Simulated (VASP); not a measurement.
# H24CO11 in VASP: further runs, part 2 of 2

VASP 6.6.1. The steps go on from the part before.

**4. Single point, PBE+D3(BJ)**

INCAR reads:

```
SYSTEM = H24CO11
  PREC = Accurate
  ENCUT = 520
  EDIFF = 1E-6
  ISMEAR = -1
  SIGMA = 0.05
  LREAL = Auto
  LASPH = .TRUE.
  NELM = 80
  ALGO = Normal
  ISIF = 2
  LWAVE = .FALSE.
  LCHARG = .FALSE.
  GGA = PE
  IVDW = 12
  NBANDS = 71
```

KPOINTS reads:

```
Automatic mesh
0
G
  1 1 1
  0 0 0
```

POSCAR reads:

```
H24CO11
1.0
    6.9125170000      0.0000000000      0.0000000000
    0.0000000000      6.9125170000      0.0000000000
    0.0000000000      0.0000000000      6.9125170000
O H C
11 24 1
Direct
    0.4652429788      0.4745304786      0.3362017048
    0.8558676962      0.3859665011      0.7357233263
    0.6409821488      0.6873617815      0.6825878331
    0.9764460615      0.4610332242      0.2942198912
    0.2246793751      0.6189351867      0.5942119202
    0.7335822827      1.0909484924      0.0742276656
    0.1691279747      0.0946254454      0.4310296814
    0.2360934519      0.8475928522      0.1409616786
    0.8601787164      0.7388046930      1.0077081908
    0.7059512476      0.0156527644      0.4689174725
    0.2502416992      0.3747260224      0.8367719023
    0.3937494837      0.4730259615      0.2082309526
    0.5460239736      0.3791238416      0.2885634856
    0.8482727782      0.2633483578      0.7713543417
    1.0046412906      0.3787477123      0.7467323408
    0.7062984438      0.5515067811      0.7226600672
    0.5295321516      0.7170759942      0.7724971960
    0.8636940784      0.4059158191      0.2160284018
    0.9581748587      0.5902914958      0.2627552308
    0.2373809714      0.6571557075      0.4549428233
    0.2154931409      0.7539655960      0.6585878921
    0.7401934780      1.1018851744      0.2064805049
    0.7569746302      0.9604461009      0.0947267110
    0.1433631194      0.2303213142      0.3983353676
    0.0776128290      0.0582132384      0.5346677628
    0.1411931428      0.9033757168      0.2237679849
    0.3162089873      0.9588113852      0.0554212019
    0.7909130639      0.7278246115      0.8964751913
    1.0022398498      0.7342911417      0.9564244110
    0.7060525131     -0.0927158660      0.5961938321
    0.6101540148     -0.0154502333      0.3791238416
    0.4824291933      0.3020607400      1.0600914255
    0.2833555418      0.4569247352      0.7315135717
    0.3386176121      0.1364191943      0.9584786555
    0.5099010968      0.2418800561      0.8118171717
    0.4030225170      0.2607443859      0.9116071613
```

Run with:

```bash
cat potpaw_PBE.64/O/POTCAR potpaw_PBE.64/H/POTCAR potpaw_PBE.64/C/POTCAR > POTCAR
mpirun -np 1 vasp_gam > vasp.out
```

Wall time 66 s (1 thread of Intel Xeon 8259CL, shared host); peak memory 0.35 GiB.

The run converged. Its results:

* Free energy: -171.7806 eV
* Pressure: 2.7 GPa
* Largest force: 6.612 eV/Å
* Band gap on the k mesh: 3.87 eV
* Dispersion energy per atom: -0.037 eV

Forces on the atoms (eV/Å):
```
O   -2.350  1.449 -1.528
O    2.834  4.488 -1.306
O   -0.432 -0.538  1.827
O   -1.419 -3.345 -0.631
O   -0.632  3.982 -0.395
O   -0.826  2.153 -2.509
O   -0.340 -0.363  0.708
O    3.087  0.572 -3.547
O    4.906  0.141  2.633
O    2.227 -1.063  4.380
O   -0.556 -1.312  2.464
H   -0.252  0.993  1.431
H    2.604 -2.297  0.252
H   -2.025 -6.005  1.886
H   -1.071  1.402 -0.124
H   -0.550  1.450 -0.797
H    1.181 -0.738 -1.081
H    1.779  0.417  1.003
H   -0.180  2.648 -0.560
H    0.296 -0.713  0.968
H    0.113 -2.188 -0.923
H    0.340  2.130  3.953
H    1.022 -3.913 -1.519
H   -0.290 -0.016  0.175
H    0.240  0.646 -0.785
H   -0.420  1.648  0.617
H   -2.410 -2.603  2.797
H   -2.484 -0.417 -3.616
H   -2.147  0.143  1.447
H   -0.606  1.677 -3.643
H   -2.058 -1.271 -0.629
H   -1.168  0.301 -2.218
H    0.890  0.975 -1.456
H   -1.185 -2.890  0.423
H    2.162 -0.679 -2.052
C   -0.279  3.137  2.356
```

Stress tensor (GPa, compression positive):
```
 0.63 -0.37 -0.16
-0.37  6.38  1.75
-0.16  1.75  1.09
```

Levels at points of the mesh, in eV from the valence-band top:
| k point | band 45 | band 46 | band 47 | band 48 | band 49 | band 50 |
| --- | --- | --- | --- | --- | --- | --- |
| (0.00, 0.00, 0.00) | -0.20 | -0.11 | 0.00 | 3.87 | 6.32 | 6.57 |

Caveat: the k points lie up to 0.91 Å⁻¹ apart; the atoms stand as in a frame of molecular dynamics.

**5. Single point, PBE+D3(BJ)**

INCAR reads:

```
PREC = Accurate
ENCUT = 520
EDIFF = 1E-6
ISMEAR = -1
SIGMA = 0.05
LREAL = Auto
LASPH = True
NELM = 100
ALGO = Normal
ISIF = 2
LWAVE = False
LCHARG = False
GGA = PE
IVDW = 12
NBANDS = 71
```

KPOINTS reads:

```
regular mesh
0
Gamma
  1 1 1
```

POSCAR reads:

```
H24CO11
1.0
    6.9125170000      0.0000000000      0.0000000000
    0.0000000000      6.9125170000      0.0000000000
    0.0000000000      0.0000000000      6.9125170000
O H C
11 24 1
Direct
    0.4624943418      0.4538578350      0.3262921451
    0.8018063464      0.3494240954      0.7294882602
    0.6409532157      0.6563455829      0.7453724888
    0.9798601580      0.5199842546      0.3286357198
    0.2142924205      0.6538862762      0.5635573844
    0.7717449375      1.1358670076      0.0570703841
    0.1242383925      0.0914572796      0.4053660917
    0.2745020374      0.8028045356      0.1691858407
    0.8785945843      0.7615026480      1.0522361102
    0.6755860420     -0.0135406539      0.4860747540
    0.2489252468      0.3882666762      0.8113542433
    0.5741324036      0.5489028092      0.3320932158
    0.5443603249      0.3503065526      0.3823209404
    0.8121209684      0.1925926547      0.7265660251
    0.9468331145      0.3710949282      0.7276654799
    0.6616403258      0.5235140832      0.6749495155
    0.5102048935      0.6434269890      0.8084754077
    0.8629996859      0.5749714612      0.2737353123
    1.0777984343      0.6293366078      0.2938437620
    0.3206502060      0.6674124635      0.4616842172
    0.1089617573      0.7213002152      0.5203893169
    0.8644897365      1.2288143378      0.1297790660
    0.8467827276      1.0073609946      0.0542494145
    0.0702927747      0.2361947175      0.3812793516
    0.0620179307      0.0373380637      0.5206063146
    0.2906611297      0.9234118339      0.2659089301
    0.2895327418      0.8391010105      0.0489402051
    0.8217122649      0.6988192579      0.9311658836
    1.0062326067      0.7140958930      1.0388545880
    0.6647216925     -0.1451714332      0.5684181319
    0.6639549675     -0.0225966895      0.3386031456
    0.5470655624      0.3094965264      0.8872889571
    0.2675147128      0.4588053816      0.6813003136
    0.3659303840      0.1945167006      0.9991729496
    0.4139591989      0.1542998014      0.7411338012
    0.3977711737      0.2507046276      0.8520340709
```

Potentials or basis: VASP PAW PBE potentials, release 64 (O, H, C).

Run with:

```bash
cat potpaw_PBE.64/O/POTCAR potpaw_PBE.64/H/POTCAR potpaw_PBE.64/C/POTCAR > POTCAR
mpirun -np 1 vasp_gam > vasp.out
```

OUTCAR:

```text
PREC = Accurate
   ENCUT = 520
   EDIFF = 1E-6
   ISMEAR = -1
   LREAL = Auto
   LASPH = True
   NELM = 100
   ISIF = 2
   GGA = PE
   IVDW = 12
 IVDW          = 12

 ion  position               nearest neighbor table
   1  0.462  0.454  0.326-  13 0.99  12 1.01
   2  0.802  0.349  0.729-  15 1.01  14 1.09
   3  0.641  0.656  0.745-  17 1.01  16 1.05
   4  0.980  0.520  0.329-  18 0.97  19 1.04
   5  0.214  0.654  0.564-  21 0.91  20 1.02
   6  0.772  0.136  0.057-  23 1.03  22 1.04
   7  0.124  0.091  0.405-  25 0.98  24 1.08
   8  0.275  0.803  0.169-  27 0.87  26 1.07
   9  0.879  0.762  0.052-  29 0.95  28 1.02
  10  0.676  0.986  0.486-  31 1.02  30 1.08
  11  0.249  0.388  0.811-  33 1.03  36 1.43
  12  0.574  0.549  0.332-   1 1.01
  13  0.544  0.350  0.382-   1 0.99
  14  0.812  0.193  0.727-   2 1.09
  15  0.947  0.371  0.728-   2 1.01
  16  0.662  0.524  0.675-   3 1.05
  17  0.510  0.643  0.808-   3 1.01
[... 16 lines left out ...]
  34  0.366  0.195  0.999-  36 1.11
  35  0.414  0.154  0.741-  36 1.02
  36  0.398  0.251  0.852-  35 1.02  34 1.11  32 1.14  11 1.43

  LATTYP: Found a simple cubic cell.
 ALAT       =     6.9125170000

  Lattice vectors:

 A1 = (   6.9125170000,   0.0000000000,   0.0000000000)
 A2 = (   0.0000000000,   6.9125170000,   0.0000000000)
 A3 = (   0.0000000000,   0.0000000000,   6.9125170000)

Analysis of symmetry for initial positions (statically):
=====================================================================
 Subroutine PRICEL returns:
 Original cell was already a primitive cell.

 Routine SETGRP: Setting up the symmetry group for a
 simple cubic supercell.

 Subroutine GETGRP returns: Found  1 space group operations
 (whereof  1 operations were pure point group operations)
 out of a pool of 48 trial point group operations.

The static configuration has the point symmetry C_1 .

Analysis of symmetry for dynamics (positions and initial velocities):
=====================================================================
 Subroutine PRICEL returns:
 Original cell was already a primitive cell.

 Routine SETGRP: Setting up the symmetry group for a
 simple cubic supercell.

 Subroutine GETGRP returns: Found  1 space group operations
 (whereof  1 operations were pure point group operations)
 out of a pool of 48 trial point group operations.

The dynamic configuration has the point symmetry C_1 .

 Subroutine INISYM returns: Found  1 space group operations
 (whereof  1 operations are pure point group operations),
 and found     1 'primitive' translations

----------------------------------------------------------------------------------------

                                     Primitive cell

  volume of cell :     330.3000

  direct lattice vectors                    reciprocal lattice vectors
     6.912517000  0.000000000  0.000000000     0.144665105  0.000000000  0.000000000
     0.000000000  6.912517000  0.000000000     0.000000000  0.144665105  0.000000000
     0.000000000  0.000000000  6.912517000     0.000000000  0.000000000  0.144665105

  length of vectors
     6.912517000  6.912517000  6.912517000     0.144665105  0.144665105  0.144665105

  position of ions in fractional coordinates (direct lattice)
     0.462494342  0.453857835  0.326292145
     0.801806346  0.349424095  0.729488260
     0.640953216  0.656345583  0.745372489
     0.979860158  0.519984255  0.328635720
     0.214292421  0.653886276  0.563557384
     0.771744938  0.135867008  0.057070384
[... 28 lines left out ...]
     0.413959199  0.154299801  0.741133801
     0.397771174  0.250704628  0.852034071

  ion indices of the primitive-cell ions
   primitive index   ion index
                 1           1
                 2           2
                 3           3
                 4           4
                 5           5
                 6           6
[... 28 lines left out ...]
                35          35
                36          36

----------------------------------------------------------------------------------------

 KPOINTS: regular mesh

Automatic generation of k-mesh.
 Grid dimensions read from file:
 generate k-points for:    1    1    1

 Generating k-lattice:

  Cartesian coordinates                     Fractional coordinates (reciprocal lattice)
     0.144665105  0.000000000  0.000000000     1.000000000  0.000000000  0.000000000
     0.000000000  0.144665105  0.000000000     0.000000000  1.000000000  0.000000000
     0.000000000  0.000000000  0.144665105     0.000000000  0.000000000  1.000000000

  Length of vectors
     0.144665105  0.144665105  0.144665105

  Shift w.r.t. Gamma in fractional coordinates (k-lattice)
     0.000000000  0.000000000  0.000000000

 Subroutine IBZKPT returns following result:
 ===========================================

 Found      1 irreducible k-points:

 Following reciprocal coordinates:
            Coordinates               Weight
  0.000000  0.000000  0.000000      1.000000
   k-points           NKPTS =      1   k-points in BZ     NKDIM =      1   number of bands    NBANDS=     71
   number of dos      NEDOS =    301   number of ions     NIONS =     36
   total plane-waves  NPLWV = 157464
   dimension x,y,z NGX =    54 NGY =   54 NGZ =   54
   dimension x,y,z NGXF=   108 NGYF=  108 NGZF=  108
   ions per type =              11  24   1
   NGX,Y,Z   is equivalent  to a cutoff of  12.99, 12.99, 12.99 a.u.
   NGXF,Y,Z  is equivalent  to a cutoff of  25.97, 25.97, 25.97 a.u.
 SYSTEM =  unknown system
   PREC   = accura    normal or accurate (medium, high low for compatibility)
   ISTART =      0    job   : 0-new  1-cont  2-samecut
   ICHARG =      2    charge: 1-file 2-atom 10-const
   ISPIN  =      1    spin polarized calculation?
   LNONCOLLINEAR =      F non collinear calculations
   LSORBIT =      F    spin-orbit coupling
   LASPH  =      T    aspherical Exc in radial PAW
   ENCUT  =  520.0 eV  38.22 Ry    6.18 a.u.  12.85 12.85 12.85*2*pi/ulx,y,z
   NELM   =    100;   NELMIN=  2; NELMDL= -5     # of ELM steps
   EDIFF  = 0.1E-05   stopping-criterion for ELM
   LREAL  =      T    real-space projection
   EDIFFG = 0.1E-04   stopping-criterion for IOM
   NSW    =      0    number of steps for IOM
   IBRION =     -1    ionic relax: 0-MD 1-quasi-New 2-CG
   NFREE  =      0    steps in history (QN), initial steepest desc. (CG)
   ISIF   =      2    stress and relaxation
   ISYM   =      2    0-nonsym 1-usesym 2-fastsym
   POTIM  = 0.5000    time-step for ionic-motion
   TEBEG  =    0.0;   TEEND  =   0.0 temperature during run
   PSTRESS=    0.0 pullay stress
   NELECT =      94.0000    total number of electrons
   NUPDOWN=      -1.0000    fix difference up-down
   EMIN   =  10.00;   EMAX   =-10.00  energy-range for DOS
   EFERMI =   0.00;   METHOD = LEGACY
   ISMEAR =    -1;   SIGMA  =   0.05  broadening in eV -4-tet -1-fermi 0-gaus
   EFERMI_NEDOS =   21; number of points for ismear=-14 and -15
   IALGO  =     38    algorithm
   IMIX   =      4    mixing-type and parameters
     AMIX     =   0.40;   BMIX     =  1.00
     AMIX_MAG =   1.60;   BMIX_MAG =  1.00
  volume/ion in A,a.u.               =       9.18        61.92
  Fermi-wavevector in a.u.,A,eV,Ry     =   1.076832  2.034917 15.776865  1.159567
  Thomas-Fermi vector in A             =   2.212727
   LORBIT       =      0    0 simple, 1 ext, 2 COOP (PROOUT), +10 PAW based schemes
   GGA     = PE    functional components
   LHFCALC =     F    Hartree Fock is set to
   AEXX    =    0.0000 exact exchange contribution
   IVDW    =    12    specifies the selected vdW correction
   LEPSILON=     F    determine dielectric tensor
   LRPA    =     F    only Hartree local field effects (RPA)
 non-spin polarized calculation
  energy-cutoff  :      520.00
  volume of cell :      330.30
 maximum number of plane-waves:      4463
 NGX is ok and might be reduce to    50
   NGX = 25   NGY = 25   NGZ = 25

 number of electron      94.0000001 magnetization

 Free energy of the ion-electron system (eV)
  ---------------------------------------------------
  ext. energy  EPLUGINS =         0.00000000
  ---------------------------------------------------
  free energy    TOTEN  =      -171.98775762 eV

  energy without entropy =     -171.98775762  energy(sigma->0) =     -171.98775762

 E-fermi :  -1.0441     XC(G=0):  -7.2508

 val. band max:       -2.2869765747   @ k =   0.0000   0.0000   0.0000
 cond. band min:       0.9400964865   @ k =   0.0000   0.0000   0.0000
 fundamental gap:      3.2270730612
 Fermi energy:        -1.0440549801

 k-point     1 :       0.0000    0.0000    0.0000
  band No.  band energies     occupation
      1     -22.6376      2.00000
      2     -22.3187      2.00000
      3     -22.1855      2.00000
      4     -21.9683      2.00000
      5     -21.7708      2.00000
      6     -21.4297      2.00000
[... 51 lines left out ...]
     58       5.8724      0.00000
     59       6.0841      0.00000
 [bands above 59 left out]

------------------------ aborting loop because EDIFF is reached ----------------------------------------

 Edisp (eV)   -1.36075

 E8    (eV) :    -0.2813

  FORCE on cell =-STRESS in cart. coord.  units (eV):
  Direction    XX          YY          ZZ          XY          YZ          ZX
  --------------------------------------------------------------------------------------
  -------------------------------------------------------------------------------------
  Total      -2.11375    -9.66143    -0.56519    -3.36432    -1.95705     0.55979
  in kB     -10.25309   -46.86442    -2.74155   -16.31921    -9.49300     2.71534
  external pressure =      -19.95 kB  Pullay stress =        0.00 kB

 VOLUME and BASIS-vectors are now :
 -----------------------------------------------------------------------------
  energy-cutoff  :      520.00
  volume of cell :      330.30
      direct lattice vectors                 reciprocal lattice vectors
     6.912517000  0.000000000  0.000000000     0.144665105  0.000000000  0.000000000
     0.000000000  6.912517000  0.000000000     0.000000000  0.144665105  0.000000000
     0.000000000  0.000000000  6.912517000     0.000000000  0.000000000  0.144665105

 POSITION                                       TOTAL-FORCE (eV/Angst)
 -----------------------------------------------------------------------------------
      3.19700      3.13730      2.25550         2.807170      0.584877      0.681686
      5.54250      2.41540      5.04260         2.552644     -4.161193     -0.632824
      4.43060      4.53700      5.15240        -1.337619     -0.472029     -0.697751
      6.77330      3.59440      2.27170         1.034700      1.073067     -0.432761
      1.48130      4.52000      3.89560         4.761121     -0.384977      0.435591
      5.33470      0.93918      0.39450         2.218185      0.003779      1.612640
[... 28 lines left out ...]
      2.86150      1.06660      5.12310         0.140823     -2.348395     -1.954429
      2.74960      1.73300      5.88970         0.538927      2.245820      3.229468
 -----------------------------------------------------------------------------------
    total drift:                                0.007862     -0.002108      0.009064

  FREE ENERGIE OF THE ION-ELECTRON SYSTEM (eV)
  ---------------------------------------------------
  free  energy   TOTEN  =      -173.3485080680 eV

  energy  without entropy=     -173.3485080680  energy(sigma->0) =     -173.34850807
```

Wall time 68 s (1 thread of Intel Xeon 8259CL, shared host); peak memory 0.38 GiB.

Results:

| Quantity | Value |
| --- | --- |
| Free energy | -173.3485 eV |
| Pressure | -2.0 GPa |
| Largest force | 8.734 eV/Å |
| Band gap on the k mesh | 3.23 eV |
| Dispersion energy per atom | -0.038 eV |

Forces on the atoms (eV/Å):
```
O    2.807  0.585  0.682
O    2.553 -4.161 -0.633
O   -1.338 -0.472 -0.698
O    1.035  1.073 -0.433
O    4.761 -0.385  0.436
O    2.218  0.004  1.613
O   -0.689  2.701 -0.488
O   -0.280 -0.273  8.725
O   -1.676 -0.362 -1.735
O   -0.195 -1.720  0.120
O    0.085  0.805 -1.140
H   -1.554 -0.277 -0.608
H   -0.932 -0.520 -0.126
H   -0.982  3.471  0.058
H   -0.815  0.362  0.116
H    0.217  1.355  1.413
H    1.118  0.105 -0.640
H   -0.142  0.012 -0.450
H   -1.221 -2.129  0.097
H   -1.420 -0.412  1.174
H   -2.779  1.503 -0.927
H   -1.461 -1.463 -1.291
H   -0.803  1.056  0.150
H    1.031 -2.927  0.813
H   -0.121  0.644 -0.379
H   -0.843 -1.835 -2.257
H    1.006  2.401 -6.403
H   -0.562  0.710  0.830
H    1.770 -0.234  0.330
H   -0.108  1.966 -1.901
H    0.342 -0.423  2.023
H   -1.010  0.271 -0.657
H   -0.355 -0.794  1.516
H   -0.334 -0.534 -0.603
H    0.141 -2.348 -1.954
C    0.539  2.246  3.229
```

Stress tensor (GPa, compression positive):
```
-1.03 -1.63  0.27
-1.63 -4.69 -0.95
 0.27 -0.95 -0.27
```

Caveat: the k points lie up to 0.91 Å⁻¹ apart; the atoms stand as in a frame of molecular dynamics.

**6. Summary**

```csv
cell,gap on the mesh (eV),pressure (GPa),largest force (eV/Å)
"as given, atomic positions A",3.11,1.3,8.44
"as given, atomic positions B",2.73,3.8,11.82
"as given, atomic positions C",3.87,2.7,6.61
"as given, atomic positions D",3.23,-2.0,8.73
```

Alike in all rows: task single point; level PBE+D3(BJ); potentials or basis VASP PAW PBE potentials, release 64 (O, H, C); no spin polarisation; k mesh 1 × 1 × 1; cutoff (eV) 520; smearing fermi-dirac 0.05 eV.

Caveats: all runs use coarse meshes; the atoms stand as in a frame of molecular dynamics (at least some runs).

Total energies depend on the potentials used, so only differences within one code and one set of settings carry meaning.
